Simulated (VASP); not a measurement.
Input of a VASP 6.6.1 run:

INCAR

```
PREC     = Accurate       # precision mode
ENCUT    = 520            # plane-wave cutoff, eV
EDIFF    = 1E-6           # SCF threshold, eV
ISMEAR   = 0              # smearing method
SIGMA    = 0.1            # smearing width, eV
LREAL    = False          # projectors in reciprocal space
LASPH    = True           # aspherical terms in the spheres
NELM     = 100            # most SCF steps
ALGO     = Fast           # electronic algorithm
ISIF     = 2              # what is computed and relaxed
LWAVE    = False          # write WAVECAR
LCHARG   = False          # write CHGCAR
GGA      = PE             # functional
NBANDS   = 20             # bands
```

KPOINTS

```
regular mesh
0
Gamma
  12 12 16
```

POSCAR

```
NaHf2
1.0
    5.3829618695      0.0000000000      0.0000000000
   -2.6914809347      4.6617817266      0.0000000000
    0.0000000000      0.0000000000      2.8726505057
Na Hf
1 2
Direct
    0.0000000000      0.0000000000      0.0000000000
    0.3333333333      0.6666666667      0.5000000000
    0.6666666667      0.3333333333      0.5000000000
```

Potentials or basis: VASP PAW PBE potentials, release 64 (Na_pv, Hf_pv).

The run is started by

```bash
$ cat potpaw_PBE.64/Na_pv/POTCAR potpaw_PBE.64/Hf_pv/POTCAR > POTCAR
$ mpirun -np 1 vasp_std > vasp.out
```

Task: Predict the pressure.

Result: -0.1 GPa.

Task: Predict the band gap on the k mesh.

Result: Zero (an odd number of electrons rules out a gap without spin polarisation).

Caveat: spin-orbit coupling is left out, which moves the levels of the heavy elements.
